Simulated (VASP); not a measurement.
# AlRu (P4/mmm) in VASP: further runs

Runs on AlRu. Level: PBEsol. Tasks: single point, relaxation of cell and atoms.

Program: VASP 6.6.1. These are calculated values, not measurements. Logs are shortened: lines on timing, memory, paths and dates and some standing lists are left out, and cuts for length are marked.

## Step 1: The cell of the first run

It takes space group P4/mmm (No. 123, tetragonal). Conventional cell: a = 2.700 Å, b = 2.700 Å, c = 3.904 Å, α = 90.00°, β = 90.00°, γ = 90.00°. Ru (site symmetry 4/mmm) has 4 Ru at 2.70 Å and 8 Al at 2.73 Å within 3.6 Å. Within 3.6 Å of Al (site symmetry 4/mmm) lie 4 Al at 2.70 Å and 8 Ru at 2.73 Å.

## Step 2: Single point, PBEsol

INCAR

```
SYSTEM = AlRu
PREC = Accurate
ENCUT = 520
EDIFF = 1E-7
ISMEAR = 0
SIGMA = 0.1
LREAL = .FALSE.
LASPH = .TRUE.
NELM = 100
ALGO = Normal
ISIF = 2
LWAVE = .FALSE.
LCHARG = .TRUE.
GGA = PS
LELF = .TRUE.
LVHAR = .TRUE.
NBANDS = 16
```

KPOINTS

```
regular mesh
0
G
  6 6 6
  0 0 0
```

POSCAR

```
AlRu
1.0
    2.6996674719      0.0000000000      0.0000000000
    0.0000000000      2.6996674719      0.0000000000
    0.0000000000      0.0000000000      3.9038094070
Ru Al
1 1
Direct
    0.5000000000      0.5000000000      0.5000000000
    0.0000000000      0.0000000000      0.0000000000
```

Potentials or basis: VASP PAW PBE potentials, release 64 (Ru_pv, Al).

Launch:

```console
> cat potpaw_PBE.64/Ru_pv/POTCAR potpaw_PBE.64/Al/POTCAR > POTCAR
> mpirun -np 1 vasp_std > vasp.out
```

OUTCAR:

```text
SYSTEM = AlRu
   PREC = Accurate
   ENCUT = 520
   EDIFF = 1E-7
   ISMEAR = 0
   LREAL = .FALSE.
   LASPH = .TRUE.
   NELM = 100
   ISIF = 2
   GGA = PS

 ion  position               nearest neighbor table
   1  0.500  0.500  0.500-   2 2.73   2 2.73   2 2.73   2 2.73   2 2.73   2 2.73   2 2.73   2 2.73

   2  0.000  0.000  0.000-   1 2.73   1 2.73   1 2.73   1 2.73   1 2.73   1 2.73   1 2.73   1 2.73

  LATTYP: Found a simple tetragonal cell.
 ALAT       =     2.6996674719
 C/A-ratio  =     1.4460334273

  Lattice vectors:

 A1 = (   2.6996674719,   0.0000000000,   0.0000000000)
 A2 = (   0.0000000000,   2.6996674719,   0.0000000000)
 A3 = (   0.0000000000,   0.0000000000,   3.9038094070)

Analysis of symmetry for initial positions (statically):
=====================================================================
 Subroutine PRICEL returns:
 Original cell was already a primitive cell.

 Routine SETGRP: Setting up the symmetry group for a
 simple tetragonal supercell.

 Subroutine GETGRP returns: Found 16 space group operations
 (whereof 16 operations were pure point group operations)
 out of a pool of 16 trial point group operations.

The static configuration has the point symmetry D_4h.

Analysis of symmetry for dynamics (positions and initial velocities):
=====================================================================
 Subroutine PRICEL returns:
 Original cell was already a primitive cell.

 Routine SETGRP: Setting up the symmetry group for a
 simple tetragonal supercell.

 Subroutine GETGRP returns: Found 16 space group operations
 (whereof 16 operations were pure point group operations)
 out of a pool of 16 trial point group operations.

The dynamic configuration has the point symmetry D_4h.

 Subroutine INISYM returns: Found 16 space group operations
 (whereof 16 operations are pure point group operations),
 and found     1 'primitive' translations

----------------------------------------------------------------------------------------

                                     Primitive cell

  volume of cell :      28.4518

  direct lattice vectors                    reciprocal lattice vectors
     2.699667472  0.000000000  0.000000000     0.370415990  0.000000000  0.000000000
     0.000000000  2.699667472  0.000000000     0.000000000  0.370415990  0.000000000
     0.000000000  0.000000000  3.903809407     0.000000000  0.000000000  0.256160047

  length of vectors
     2.699667472  2.699667472  3.903809407     0.370415990  0.370415990  0.256160047

  position of ions in fractional coordinates (direct lattice)
     0.500000000  0.500000000  0.500000000
     0.000000000  0.000000000  0.000000000

  ion indices of the primitive-cell ions
   primitive index   ion index
                 1           1
                 2           2

----------------------------------------------------------------------------------------

 KPOINTS: regular mesh

Automatic generation of k-mesh.
 Grid dimensions read from file:
 generate k-points for:    6    6    6

 Generating k-lattice:

  Cartesian coordinates                     Fractional coordinates (reciprocal lattice)
     0.061735998  0.000000000  0.000000000     0.166666667  0.000000000  0.000000000
     0.000000000  0.061735998  0.000000000     0.000000000  0.166666667  0.000000000
     0.000000000  0.000000000  0.042693341     0.000000000  0.000000000  0.166666667

  Length of vectors
     0.061735998  0.061735998  0.042693341

  Shift w.r.t. Gamma in fractional coordinates (k-lattice)
     0.000000000  0.000000000  0.000000000

 Subroutine IBZKPT returns following result:
 ===========================================

 Found     40 irreducible k-points:

 Following reciprocal coordinates:
            Coordinates               Weight
  0.000000  0.000000  0.000000      1.000000
  0.166667  0.000000  0.000000      4.000000
  0.333333  0.000000  0.000000      4.000000
  0.500000  0.000000  0.000000      2.000000
  0.166667  0.166667  0.000000      4.000000
  0.333333  0.166667  0.000000      8.000000
[... 16 lines left out ...]
  0.333333  0.000000  0.333333      8.000000
  0.500000  0.000000  0.333333      4.000000
 [... further k-points ...]
   k-points           NKPTS =     40   k-points in BZ     NKDIM =     40   number of bands    NBANDS=     16
   number of dos      NEDOS =    301   number of ions     NIONS =      2
   total plane-waves  NPLWV =  12000
   dimension x,y,z NGX =    20 NGY =   20 NGZ =   30
   dimension x,y,z NGXF=    40 NGYF=   40 NGZF=   60
   ions per type =               1   1
   NGX,Y,Z   is equivalent  to a cutoff of  12.32, 12.32, 12.78 a.u.
   NGXF,Y,Z  is equivalent  to a cutoff of  24.63, 24.63, 25.55 a.u.
 SYSTEM =  AlRu
   PREC   = accura    normal or accurate (medium, high low for compatibility)
   ISTART =      0    job   : 0-new  1-cont  2-samecut
   ICHARG =      2    charge: 1-file 2-atom 10-const
   ISPIN  =      1    spin polarized calculation?
   LNONCOLLINEAR =      F non collinear calculations
   LSORBIT =      F    spin-orbit coupling
   LASPH  =      T    aspherical Exc in radial PAW
   ENCUT  =  520.0 eV  38.22 Ry    6.18 a.u.   5.02  5.02  7.26*2*pi/ulx,y,z
   NELM   =    100;   NELMIN=  2; NELMDL= -5     # of ELM steps
   EDIFF  = 0.1E-06   stopping-criterion for ELM
   LREAL  =      F    real-space projection
   EDIFFG = 0.1E-05   stopping-criterion for IOM
   NSW    =      0    number of steps for IOM
   IBRION =     -1    ionic relax: 0-MD 1-quasi-New 2-CG
   NFREE  =      0    steps in history (QN), initial steepest desc. (CG)
   ISIF   =      2    stress and relaxation
   ISYM   =      2    0-nonsym 1-usesym 2-fastsym
   POTIM  = 0.5000    time-step for ionic-motion
   TEBEG  =    0.0;   TEEND  =   0.0 temperature during run
   PSTRESS=    0.0 pullay stress
   NELECT =      17.0000    total number of electrons
   NUPDOWN=      -1.0000    fix difference up-down
   EMIN   =  10.00;   EMAX   =-10.00  energy-range for DOS
   EFERMI =   0.00;   METHOD = LEGACY
   ISMEAR =     0;   SIGMA  =   0.10  broadening in eV -4-tet -1-fermi 0-gaus
   EFERMI_NEDOS =   21; number of points for ismear=-14 and -15
   IALGO  =     38    algorithm
   IMIX   =      4    mixing-type and parameters
     AMIX     =   0.40;   BMIX     =  1.00
     AMIX_MAG =   1.60;   BMIX_MAG =  1.00
  volume/ion in A,a.u.               =      14.23        96.00
  Fermi-wavevector in a.u.,A,eV,Ry     =   1.378864  2.605675 25.868292  1.901266
  Thomas-Fermi vector in A             =   2.503886
   LORBIT       =      0    0 simple, 1 ext, 2 COOP (PROOUT), +10 PAW based schemes
   GGA     = PS    functional components
   LHFCALC =     F    Hartree Fock is set to
   AEXX    =    0.0000 exact exchange contribution
   IVDW    =     0    specifies the selected vdW correction
   LEPSILON=     F    determine dielectric tensor
   LRPA    =     F    only Hartree local field effects (RPA)
 non-spin polarized calculation
 Gauss-broadening in eV      SIGMA  =   0.10
  energy-cutoff  :      520.00
  volume of cell :       28.45
 maximum number of plane-waves:       776
   NGX = 11   NGY = 11   NGZ = 15

 number of electron      17.0000005 magnetization

 Free energy of the ion-electron system (eV)
  ---------------------------------------------------
  ext. energy  EPLUGINS =         0.00000000
  ---------------------------------------------------
  free energy    TOTEN  =       -14.69595461 eV

  energy without entropy =      -14.67593078  energy(sigma->0) =      -14.68594270

 E-fermi :  10.2146     XC(G=0): -12.3768

 val. band max:       10.1952639358   @ k =   0.3333   0.0000   0.5000
 cond. band min:      10.2233401499   @ k =   0.3333   0.1667   0.5000
 fundamental gap:      0.0280762141
 Fermi energy:        10.2146498734

 k-point     1 :       0.0000    0.0000    0.0000
  band No.  band energies     occupation
      1     -31.9899      2.00000
      2     -31.6984      2.00000
      3     -31.6984      2.00000
      4       0.2863      2.00000
      5       6.0413      2.00000
      6       6.3054      2.00000
[... 8 lines left out ...]
     15      21.6954      0.00000
     16      26.1102      0.00000

 k-point     2 :       0.1667    0.0000    0.0000
  band No.  band energies     occupation
      1     -31.9748      2.00000
      2     -31.8370      2.00000
      3     -31.6867      2.00000
      4       0.8912      2.00000
      5       6.3718      2.00000
      6       6.8564      2.00000
[... 8 lines left out ...]
     15      22.1533      0.00000
     16      24.9820      0.00000

 k-point     3 :       0.3333    0.0000    0.0000
  band No.  band energies     occupation
      1     -32.1075      2.00000
      2     -31.9444      2.00000
      3     -31.6630      2.00000
      4       2.5700      2.00000
      5       6.7143      2.00000
      6       6.8361      2.00000
[... 8 lines left out ...]
     15      22.0596      0.00000
     16      22.2647      0.00000

 k-point     4 :       0.5000    0.0000    0.0000
  band No.  band energies     occupation
      1     -32.2397      2.00000
      2     -31.9291      2.00000
      3     -31.6512      2.00000
      4       4.5840      2.00000
      5       5.6094      2.00000
      6       6.1993      2.00000
[... 8 lines left out ...]
     15      22.3140      0.00000
     16      24.0993      0.00000
[... 324 lines left out ...]
 k-point    22 :       0.1667    0.0000    0.3333
  band No.  band energies     occupation
      1     -31.9838      2.00000
      2     -31.8364      2.00000
      3     -31.6863      2.00000
      4       1.9394      2.00000
      5       5.2827      2.00000
      6       6.8786      2.00000
[... 8 lines left out ...]
     15      21.8624      0.00000
     16      23.6069      0.00000

 k-point    23 :       0.3333    0.0000    0.3333
  band No.  band energies     occupation
      1     -32.1064      2.00000
      2     -31.9522      2.00000
      3     -31.6627      2.00000
      4       3.1763      2.00000
      5       5.9655      2.00000
      6       7.3341      2.00000
[... 8 lines left out ...]
     15      23.0841      0.00000
     16      24.8679      0.00000

 k-point    24 :       0.5000    0.0000    0.3333
  band No.  band energies     occupation
      1     -32.2383      2.00000
      2     -31.9364      2.00000
      3     -31.6508      2.00000
      4       4.1404      2.00000
      5       5.8300      2.00000
      6       7.2051      2.00000
[... 8 lines left out ...]
     15      24.1444      0.00000
     16      25.8861      0.00000

 [... further k-points ...]

------------------------ aborting loop because EDIFF is reached ----------------------------------------

  FORCE on cell =-STRESS in cart. coord.  units (eV):
  Direction    XX          YY          ZZ          XY          YZ          ZX
  --------------------------------------------------------------------------------------
  -------------------------------------------------------------------------------------
  Total        0.2075522      0.2075522     -3.6620501      0.0000000     -0.0000000      0.0000000
  in kB       11.6876942     11.6876942   -206.2175939      0.0000000     -0.0000000      0.0000000
  external PRESSURE =     -60.9474018 kB  Pullay stress =       0.0000000 kB

 VOLUME and BASIS-vectors are now :
 -----------------------------------------------------------------------------
  energy-cutoff  :      520.00
  volume of cell :       28.45
      direct lattice vectors                 reciprocal lattice vectors
     2.699667472  0.000000000  0.000000000     0.370415990  0.000000000  0.000000000
     0.000000000  2.699667472  0.000000000     0.000000000  0.370415990  0.000000000
     0.000000000  0.000000000  3.903809407     0.000000000  0.000000000  0.256160047

 POSITION                                       TOTAL-FORCE (eV/Angst)
 -----------------------------------------------------------------------------------
      1.34983      1.34983      1.95190         0.000000      0.000000      0.000000
      0.00000      0.00000      0.00000         0.000000      0.000000      0.000000
 -----------------------------------------------------------------------------------
    total drift:                               -0.000000      0.000000      0.000000

  FREE ENERGIE OF THE ION-ELECTRON SYSTEM (eV)
  ---------------------------------------------------
  free  energy   TOTEN  =       -14.6959546056 eV

  energy  without entropy=      -14.6759307847  energy(sigma->0) =      -14.68594270
```

Run time: 7.4 s. Hardware: 1 thread of Intel Xeon 6975P-C (Granite Rapids), shared host; peak memory 0.14 GiB.

Results:

* Free energy: -14.6960 eV
* Pressure: -6.1 GPa
* Band gap on the k mesh: zero (an odd number of electrons rules out a gap without spin polarisation)

Stress tensor (GPa, compression positive):
```
  1.17   0.00   0.00
  0.00   1.17   0.00
  0.00   0.00 -20.62
```

Caveat: the k points lie up to 0.39 Å⁻¹ apart, too coarse for converged energies and pressures of a metal; the PAW data sets were made with another functional, which shifts forces and pressure a little.

## Step 3: Relaxation of cell and atoms, PBEsol

INCAR

```
SYSTEM = AlRu
ALGO = Fast
EDIFF = 1E-7
EDIFFG = -0.01
ENCUT = 600
GGA = PS
IBRION = 2
ISIF = 3
ISMEAR = 0
LASPH = .True.
LCHARG = .False.
LREAL = .False.
LWAVE = .False.
NELM = 100
NSW = 80
PREC = Accurate
SIGMA = 0.1
```

KPOINTS

```
k-points
0
Gamma
  16 16 12
  0 0 0
```

POSCAR is that of step 2.

Potentials or basis: VASP PAW PBE potentials, release 64 (Ru_pv, Al).

Launch:

```console
> cat potpaw_PBE.64/Ru_pv/POTCAR potpaw_PBE.64/Al/POTCAR > POTCAR
> mpirun -np 1 vasp_std > vasp.out
```

OUTCAR:

```text
SYSTEM = AlRu
   EDIFF = 1E-7
   EDIFFG = -0.01
   ENCUT = 600
   GGA = PS
   IBRION = 2
   ISIF = 3
   ISMEAR = 0
   LASPH = .True.
   LREAL = .False.
   NELM = 100
   NSW = 80
   PREC = Accurate

 ion  position               nearest neighbor table
   1  0.500  0.500  0.500-   2 2.73   2 2.73   2 2.73   2 2.73   2 2.73   2 2.73   2 2.73   2 2.73

   2  0.000  0.000  0.000-   1 2.73   1 2.73   1 2.73   1 2.73   1 2.73   1 2.73   1 2.73   1 2.73

  LATTYP: Found a simple tetragonal cell.
 ALAT       =     2.6996674719
 C/A-ratio  =     1.4460334273

  Lattice vectors:

 A1 = (   2.6996674719,   0.0000000000,   0.0000000000)
 A2 = (   0.0000000000,   2.6996674719,   0.0000000000)
 A3 = (   0.0000000000,   0.0000000000,   3.9038094070)

Analysis of symmetry for initial positions (statically):
[... 382 lines left out ...]
      6       7.1464      2.00000
      7      11.0130      0.00997
      8      11.0130      0.00997
      9      11.0202      0.00742
     10      16.9251      0.00000
     11      16.9893      0.00000
     12      16.9893      0.00000
[... 331 lines left out ...]
 k-point    24 :       0.5000    0.1250    0.0000
  band No.  band energies     occupation
      1     -31.1190      2.00000
      2     -30.9110      2.00000
      3     -30.8696      2.00000
      4       5.2118      2.00000
      5       5.2481      2.00000
      6       8.1363      2.00000
      7       9.1616      2.00000
      8       9.2329      2.00000
      9      10.9767      0.03914
     10      13.1421      0.00000
     11      18.4387      0.00000
     12      20.5085      0.00000

 [... further k-points ...]

------------------------ aborting loop because EDIFF is reached ----------------------------------------

  FORCE on cell =-STRESS in cart. coord.  units (eV):
  Direction    XX          YY          ZZ          XY          YZ          ZX
  --------------------------------------------------------------------------------------
  -------------------------------------------------------------------------------------
  Total        0.0162304      0.0162304      0.0178126      0.0000000      0.0000000     -0.0000000
  in kB        0.9866117      0.9866117      1.0827910      0.0000000      0.0000000     -0.0000000
  external PRESSURE =       1.0186715 kB  Pullay stress =       0.0000000 kB
[... 17 lines left out ...]
  FREE ENERGIE OF THE ION-ELECTRON SYSTEM (eV)
  ---------------------------------------------------
  free  energy   TOTEN  =       -15.5252580859 eV

  energy  without entropy=      -15.5177701443  energy(sigma->0) =      -15.52151412

 reached required accuracy - stopping structural energy minimisation
```

OSZICAR:

```text
N       E                     dE             d eps       ncg     rms          rms(c)
DAV:   1     0.123879321887E+03    0.12388E+03   -0.10277E+04  7688   0.147E+03
DAV:   2    -0.128462308725E+02   -0.13673E+03   -0.13128E+03  8024   0.366E+02
DAV:   3    -0.155251978576E+02   -0.26790E+01   -0.25428E+01  9016   0.516E+01
DAV:   4    -0.155523158719E+02   -0.27118E-01   -0.27088E-01  8788   0.512E+00
[... 168 lines left out ...]
DAV:   1    -0.155252947904E+02   -0.43203E-04   -0.54230E-04  7856   0.333E-01    0.549E-02
RMM:   2    -0.155252615967E+02    0.33194E-04   -0.19384E-04  7560   0.136E-01    0.192E-02
RMM:   3    -0.155252585480E+02    0.30487E-05   -0.11515E-05  7560   0.343E-02    0.508E-03
RMM:   4    -0.155252581187E+02    0.42934E-06   -0.21666E-06  6628   0.107E-02    0.161E-03
RMM:   5    -0.155252580859E+02    0.32797E-07   -0.20691E-07  5076   0.431E-03
  14 F= -.15525258E+02 E0= -.15521514E+02  d E =-.650940E-05
```

CONTCAR:

```text
AlRu
   1.00000000000000
     2.9740047988748386    0.0000000000000000    0.0000000000000000
     0.0000000000000000    2.9740047988748386    0.0000000000000000
     0.0000000000000000   -0.0000000000000000    2.9799639213999041
  Ru              Al
     1     1
Direct
     0.5000000000000000    0.5000000000000000    0.5000000000000000
     0.0000000000000000    0.0000000000000000    0.0000000000000000

  0.00000000E+00  0.00000000E+00  0.00000000E+00
  0.00000000E+00  0.00000000E+00  0.00000000E+00
```

It took 7 min on 1 thread of Intel Xeon 6975P-C (Granite Rapids), shared host; peak memory 0.29 GiB.

What came out:

```yaml
Free_energy: -15.5253 eV
Relaxed_volume: 13.18 Å³/atom
Relaxed_cell: a = 2.974 Å, b = 2.974 Å, c = 2.980 Å, α = 90.00°, β = 90.00°, γ = 90.00°
Space_group_after_relaxing_to_0.1_Å: Pm-3m (No. 221)
Energy_gained_by_relaxing: 380.1 meV/atom
Ionic_steps: 14
Pressure_after_relaxing: 0.1 GPa
Band_gap_on_the_k_mesh: zero (an odd number of electrons rules out a gap without spin polarisation)
```

The path:
```tsv
step	energy change (eV)	largest force (eV/Å)	pressure (GPa)	volume (Å³)
1	0.0000	0.0000	-6.74	28.45
2	-0.1995	0.0000	10.13	25.98
3	-0.2169	0.0000	17.23	25.19
4	-0.3316	0.0000	16.16	25.14
5	-0.6214	0.0000	16.21	24.80
6	0.0533	0.0000	41.78	23.36
7	-0.6588	0.0000	17.84	24.61
8	-0.6556	0.0000	19.07	24.49
9	-0.7485	0.0000	5.76	25.71
10	-0.7601	0.0000	-0.19	26.39
11	-0.7601	0.0000	0.18	26.35
12	-0.7601	0.0000	0.16	26.35
13	-0.7601	0.0000	0.17	26.35
14	-0.7601	0.0000	0.10	26.36
```

Final structure:
```yaml
crystal:
  lattice:
    - [2.97400, 0.00000, 0.00000]
    - [0.00000, 2.97400, 0.00000]
    - [0.00000, 0.00000, 2.97996]
  atoms:
    - { symbol: Ru, position: [0.50000, 0.50000, 0.50000] }
    - { symbol: Al, position: [0.00000, 0.00000, 0.00000] }
```

Caveat: a cell axis changed by over 15 % at a fixed basis, so the end point is rough; the PAW data sets were made with another functional, which shifts forces and pressure a little.

The gap in the log of VASP goes by the Fermi energy; the results here count the filled bands.